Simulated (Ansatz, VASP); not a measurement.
## Two plane-wave programs on ZnO

```
Zn O
1.0
     3.27955    0.00000    0.00000
    -1.63978    2.84018    0.00000
     0.00000    0.00000    5.29344
Zn O
2 2
Direct
  0.33333 0.66667 0.81046
  0.66667 0.33333 0.31046
  0.66667 0.33333 0.68955
  0.33333 0.66667 0.18955
```

Alike in both runs: functional PBE; k mesh 9 × 9 × 6; no spin polarisation.

Ansatz relaxed the structure, and its values are those at the end. VASP's run is a single point on that final structure, the one shown.

|  | VASP | Ansatz |
| --- | --- | --- |
| version | VASP 6.6.1 | Ansatz 0.2.0 |
| potentials or method | VASP PAW PBE potentials, release 64 (Zn, O), cutoff 520 eV | scalar-relativistic, plane waves, PAW |
| occupations | gaussian, width 0.01 eV | fixed |
| valence electrons in the cell | 36 | 36 |

```tsv
	VASP	Ansatz	Ansatz less VASP
gap on the k mesh at the Fermi level (eV)	0.73	0.74	+0.016
least direct gap on the mesh (eV)	0.73	0.74	+0.016
pressure (GPa)	0.9	0.0	-0.90
```
